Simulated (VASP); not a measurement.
Set up this calculation in VASP 6.6.1, as the native input.

* Task: relaxation of cell and atoms
* Functional: r2SCAN
* Potentials or basis: VASP PAW PBE potentials, release 64 (B, N)
* Cutoff: 600 eV
* k mesh: 10 × 10 × 10
* Occupations: gaussian, width 0.05 eV
* Spin: no spin polarisation
* Dipole correction: no
* Further INCAR settings: ALGO = Normal; EDIFF = 1e-07; IBRION = 2; EDIFFG = -0.01; NSW = 100; ISIF = 3

BN:

```xyz
2
Lattice="0.0000 1.8048 1.8048 1.8048 0.0000 1.8048 1.8048 1.8048 0.0000" Properties=species:S:1:pos:R:3 pbc="T T T"
B     0.1408   -0.0309    0.0414
N     2.5664    2.7381    2.6659
```

This cell differs from its parent crystal: atom 1 moved 0.30 Å.

The input as run:

POSCAR

```
BN
1.0
    0.0000000000      1.8048137555      1.8048137555
    1.8048137555      0.0000000000      1.8048137555
    1.8048137555      1.8048137555      0.0000000000
B N
1 1
Direct
   -0.0361197502      0.0590398239      0.0189903136
    0.7861197502      0.6909601761      0.7310096864
```

INCAR.step1

```
SYSTEM = BN
PREC = Accurate
ENCUT = 600
ISMEAR = 0
SIGMA = 0.05
LREAL = .False.
LASPH = .True.
NELM = 100
GGA = PE
ALGO = Normal
EDIFF = 1E-4
LWAVE = .True.
LCHARG = .False.
```

INCAR.step2

```
SYSTEM = BN
PREC = Accurate
ENCUT = 600
EDIFF = 1E-7
ISMEAR = 0
SIGMA = 0.05
LREAL = .False.
LASPH = .True.
NELM = 100
ALGO = Normal
ISIF = 3
LWAVE = .False.
LCHARG = .False.
METAGGA = R2SCAN
LMIXTAU = .True.
IBRION = 2
NSW = 100
EDIFFG = -0.01
ISTART = 1
```

KPOINTS

```
Automatic mesh
0
Gamma
  10 10 10
  0 0 0
```

Potentials or basis: VASP PAW PBE potentials, release 64 (B, N).

Launch:

```sh
$ cat potpaw_PBE.64/B/POTCAR potpaw_PBE.64/N/POTCAR > POTCAR
$ cp INCAR.step1 INCAR
$ mpirun -np 1 vasp_std > vasp.out
$ cp INCAR.step2 INCAR
$ mpirun -np 1 vasp_std > vasp.out
```

Results of the run:

| Quantity | Value |
| --- | --- |
| Relaxed volume | 5.90 Å³/atom |
| Relaxed cell | a = 2.555 Å, b = 2.555 Å, c = 2.555 Å, α = 60.01°, β = 60.00°, γ = 60.00° |
| Space group after relaxing (to 0.05 Å) | F-43m (No. 216) |
| Energy gained by relaxing | 588.9 meV/atom |
| Ionic steps | 17 |
| Pressure after relaxing | 0.0 GPa |
| Band gap on the k mesh | 4.97 eV, indirect (least direct gap 9.53 eV) |

Caveat: the cell differs from its parent crystal (atom 1 moved 0.30 Å); the PAW data sets were made with another functional, which shifts forces and pressure a little.

It took 48 min on 1 thread of AMD EPYC 7R13 Processor (Zen 3), with other jobs on the host, peak memory 0.14 GiB.
